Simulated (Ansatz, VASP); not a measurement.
GaSb in VASP and in Ansatz

```xyz
2
Lattice="0.0000 3.0244 3.0244 3.0244 0.0000 3.0244 3.0244 3.0244 0.0000" Properties=species:S:1:pos:R:3 pbc="T T T"
Ga    0.0000    0.0000    0.0000
Sb    1.5122    1.5122    1.5122
```

Alike in both runs: functional LDA; k mesh 12 × 12 × 12; occupations gaussian, width 0.1 eV; no spin polarisation.

Ansatz relaxed the structure, and its values are those at the end. VASP's run is a single point on that final structure, the one shown.

```csv
,VASP,Ansatz
version,VASP 6.6.1,Ansatz 0.2.0
potentials or method,"VASP PAW LDA potentials, release 64 (Ga_d, Sb_d_GW), cutoff 500 eV","scalar-relativistic, plane waves, PAW"
valence electrons in the cell,28,28
```

VASP gave:

- pressure (GPa): 0.1

Q: Which values does Ansatz return?

A: Pressure (GPa): 0.0.

LDA's correlation is that of Perdew and Zunger in VASP and of Perdew and Wang (1992) in Ansatz.

Neither program's run includes spin-orbit coupling.
